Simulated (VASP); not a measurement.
Sb:

```
Sb
1.0
     2.03097    1.17258    4.86329
    -2.03097    1.17258    4.86329
     0.00000   -2.34516    4.86329
Sb
2
Direct
  0.05770 0.05770 0.05770
  0.94230 0.94230 0.94230
```

| Item | Value |
| --- | --- |
| Program | VASP 6.6.1 |
| Task | relaxation of cell and atoms |
| Functional | PBE |
| Potentials or basis | VASP PAW PBE potentials, release 64 (Sb) |
| Cutoff | 600 eV |
| k mesh | 6 × 6 × 6 |
| Occupations | gaussian, width 0.1 eV |
| Spin | no spin polarisation |

At the start: pressure 89.2 GPa; volume 34.75 Å³/atom.

Problem. Where does the relaxation end?

Solution. Over 14 steps the energy falls by 9879.8 meV/atom and the volume is 46.70 Å³/atom (+34.4 %); space group R-3m (No. 166, to 0.05 Å).

Step by step:
```
step  energy change (eV)  largest force (eV/Å)  pressure (GPa)  volume (Å³)
   1              0.0000               68.8057           89.24        69.49
   2            -15.2802                0.0447           -3.11       273.79
   3            -15.2970                0.0452           -3.11       271.85
   4            -15.3317                0.0375           -3.11       267.62
   5            -15.5591                0.0126           -3.33       227.50
   6            -15.8421                0.1649           -5.20       147.01
   7            -18.1507                2.3369           -6.64       107.89
   8            -19.6509                1.4339            3.43        88.60
   9            -19.6059                1.5022           -2.09        94.77
  10            -19.7506                0.1073            0.41        91.47
  11            -19.7508                0.1053            0.81        91.02
  12            -19.7590                0.0588           -0.03        93.22
  13            -19.7591                0.0745           -0.11        93.45
  14            -19.7597                0.0126           -0.02        93.40
```

Final structure:
```xyz
2
Lattice="2.0676 1.1937 6.3074 -2.0676 1.1937 6.3074 0.0000 -2.3874 6.3074" Properties=species:S:1:pos:R:3 pbc="T T T"
Sb    0.0000    0.0000    3.9716
Sb    0.0000    0.0000   14.9506
```

Caveat: the volume moved by over 15 % at a fixed basis, so the end points are rough.
